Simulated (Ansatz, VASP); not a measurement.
**Two plane-wave programs on In**

```xyz
4
Lattice="3.4833 0.0000 0.0000 -1.7416 3.0166 0.0000 0.0000 0.0000 11.3147" Properties=species:S:1:pos:R:3 pbc="T T T"
In    1.7416    3.0166    0.0000
In    1.7416    3.0166    5.6573
In    0.0000    2.0111    2.8287
In    1.7416    1.0055    8.4860
```

Alike in both runs: task single point; functional PBE; k mesh 12 × 12 × 4; occupations fermi-dirac, width 0.1 eV; no spin polarisation.

|  | VASP | Ansatz |
| --- | --- | --- |
| version | VASP 6.6.1 | Ansatz 0.2.0 |
| potentials or method | VASP PAW PBE potentials, release 64 (In_d), cutoff 520 eV | plane waves (420 eV) with PAW, scalar-relativistic |
| valence electrons in the cell | 52 | 52 |

|  | VASP | Ansatz | Ansatz less VASP |
| --- | --- | --- | --- |
| pressure (GPa) | -2.2 | -2.2 | +0.04 |
